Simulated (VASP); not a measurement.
Input of a VASP 6.6.1 run:

Contents of INCAR:

```
PREC     = Accurate       # precision mode
ENCUT    = 520            # plane-wave cutoff, eV
EDIFF    = 1E-6           # SCF threshold, eV
ISMEAR   = 0              # smearing method
SIGMA    = 0.15           # smearing width, eV
LREAL    = False          # projectors in reciprocal space
LASPH    = True           # aspherical terms in the spheres
NELM     = 80             # most SCF steps
ALGO     = Normal         # electronic algorithm
ISIF     = 2              # what is computed and relaxed
LWAVE    = False          # write WAVECAR
LCHARG   = False          # write CHGCAR
GGA      = PS             # functional
NBANDS   = 38             # bands
```

KPOINTS

```
regular mesh
0
Gamma
  9 9 6
```

File POSCAR:

```
TaSi2
1.0
    4.7613605622      0.0000000000      0.0000000000
   -2.3806802811      4.1234592035      0.0000000000
    0.0000000000      0.0000000000      6.5581204410
Ta Si
3 6
Direct
    0.3202194543      0.0000000000     -0.0652626014
    0.5000000000      0.5000000000      0.6666666667
    0.0000000000      0.5000000000      0.3333333333
    0.1592624125      0.3185248251      0.0000000000
    0.8407375875      0.1592624125      0.6666666667
    0.6814751749      0.8407375875      0.3333333333
    0.8407375875      0.6814751749      0.0000000000
    0.1592624125      0.8407375875      0.6666666667
    0.3185248251      0.1592624125      0.3333333333
```

Potentials or basis: VASP PAW PBE potentials, release 64 (Ta_pv, Si).

Command:

```bash
$ cat potpaw_PBE.64/Ta_pv/POTCAR potpaw_PBE.64/Si/POTCAR > POTCAR
$ mpirun -np 1 vasp_std > vasp.out
```

(1) Predict the largest force.

(2) Estimate the pressure.

Answers

(1) 25.848 eV/Å.

(2) 31.0 GPa.

Caveat: the cell differs from its parent crystal (atom 1 (Ta) moved by -0.856 Å along [1 0 0] and -0.428 Å along [0 0 1]); the PAW data sets were made with another functional, which shifts forces and pressure a little.
